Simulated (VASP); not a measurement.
Wanted: the native input for a VASP 6.6.1 run.

| Quantity | Value |
| --- | --- |
| Task | relaxation of cell and atoms |
| Functional | PBEsol |
| Potentials or basis | VASP PAW PBE potentials, release 64 (K_sv, Ta_pv, O) |
| Cutoff | 600 eV |
| k mesh | 8 × 8 × 8 |
| Occupations | gaussian, width 0.02 eV |
| Spin | no spin polarisation |
| Dipole correction | no |
| Further INCAR settings | ALGO = Normal; EDIFF = 1e-06; IBRION = 2; EDIFFG = -0.005; NSW = 100; ISIF = 3 |

The structure of KTaO3 lies in POSCAR:

```
KTaO3
1.0
   -3.9883000000      0.0000000000      0.0000000000
    0.0000000000     -3.9883000000      0.0000000000
    0.0000000000      0.0000000000      3.9883000000
K Ta O
1 1 3
Direct
    0.5000000000      0.5000000000      0.5000000000
    0.0000000000      0.0000000000      0.0000000000
    0.5000000000      0.0000000000      0.0000000000
    0.0000000000      0.5000000000      0.0000000000
    0.0000000000      0.0000000000      0.5000000000
```

One way to write it, as run:

INCAR

```
SYSTEM = KTaO3
ALGO = Normal ; EDIFF = 1E-6
EDIFFG = -0.005 ; ENCUT = 600
GGA = PS ; IBRION = 2
ISIF = 3 ; ISMEAR = 0
LASPH = .TRUE. ; LCHARG = .FALSE.
LREAL = .FALSE. ; LWAVE = .FALSE.
NELM = 80 ; NSW = 100
PREC = Accurate ; SIGMA = 0.02
```

KPOINTS

```
k-points
0
G
  8 8 8
  0 0 0
```

Potentials or basis: VASP PAW PBE potentials, release 64 (K_sv, Ta_pv, O).

Run with:

```bash
$ cat potpaw_PBE.64/K_sv/POTCAR potpaw_PBE.64/Ta_pv/POTCAR potpaw_PBE.64/O/POTCAR > POTCAR
$ mpirun -np 1 vasp_std > vasp.out
```

Results of the run:

```json
{
  "Relaxed volume": "12.70 Å³/atom",
  "Relaxed cell": "a = 3.989 Å, b = 3.989 Å, c = 3.989 Å, α = 90.00°, β = 90.00°, γ = 90.00°",
  "Space group after relaxing (to 0.05 Å)": "Pm-3m (No. 221)",
  "Energy gained by relaxing": "0.0 meV/atom",
  "Ionic steps": "3",
  "Pressure after relaxing": "0.0 GPa",
  "Band gap on the k mesh": "2.09 eV, indirect (least direct gap 2.71 eV)"
}
```

Caveat: the PAW data sets were made with another functional, which shifts forces and pressure a little; spin-orbit coupling is left out, which moves the levels of the heavy elements.

Run time: 36 s on 1 thread of Intel(R) Xeon(R) Platinum 8481C CPU @ 2.70GHz (Sapphire Rapids), with other jobs on the host, peak memory 0.23 GiB.
